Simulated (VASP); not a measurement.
Here is a VASP 6.6.1 calculation.

Contents of INCAR:

```
PREC = Accurate
ENCUT = 520
EDIFF = 1E-6
ISMEAR = 0
SIGMA = 0.05
LREAL = F
LASPH = T
NELM = 100
ALGO = Normal
ISIF = 2
LWAVE = F
LCHARG = F
GGA = PE
NBANDS = 46
```

KPOINTS

```
regular mesh
0
Gamma
  6 6 6
```

Contents of POSCAR:

```
Al2InN3
1.0
    4.8297551352     -2.9301124265      0.0000000000
    4.8297551352      2.9301124265      0.0000000000
    0.0000000000      0.0000000000      5.1563884860
Al In N
4 2 6
Direct
    0.0084427086      0.3348641725      0.9917411822
    0.6651358275      0.9915572914      0.9917411822
    0.9915572914      0.6651358275      0.4917411822
    0.3348641725      0.0084427086      0.4917411822
    0.3220722962      0.6779277038      0.9869930315
    0.6779277038      0.3220722962      0.4869930315
    0.0367610679      0.3336262977      0.3556963910
    0.6663737023      0.9632389321      0.3556963910
    0.9632389321      0.6663737023      0.8556963910
    0.3336262977      0.0367610679      0.8556963910
    0.2982358752      0.7017641248      0.4061317922
    0.7017641248      0.2982358752      0.9061317922
```

Potentials or basis: VASP PAW PBE potentials, release 64 (Al, In_d, N).

Command:

```console
$ cat potpaw_PBE.64/Al/POTCAR potpaw_PBE.64/In_d/POTCAR potpaw_PBE.64/N/POTCAR > POTCAR
$ mpirun -np 1 vasp_std > vasp.out
```

Estimate the band gap on the k mesh.

2.10 eV.

Estimate the largest force.

0.535 eV/Å.

Estimate the pressure.

0.3 GPa.

Forces in eV/Å, atoms in the order of the input:
```
Al   0.062 -0.294 -0.296
Al  -0.062 -0.294 -0.296
Al  -0.062  0.294 -0.296
Al   0.062  0.294 -0.296
In   0.000 -0.412 -0.219
In   0.000  0.412 -0.219
N    0.100 -0.410  0.328
N   -0.100 -0.410  0.328
N   -0.100  0.410  0.328
N    0.100  0.410  0.328
N    0.000 -0.349  0.155
N    0.000  0.349  0.155
```

Caveat: the stress differs along the axes, from -10 to 6 GPa; spin-orbit coupling is left out, which moves the levels of the heavy elements. A k mesh can miss the band edges.
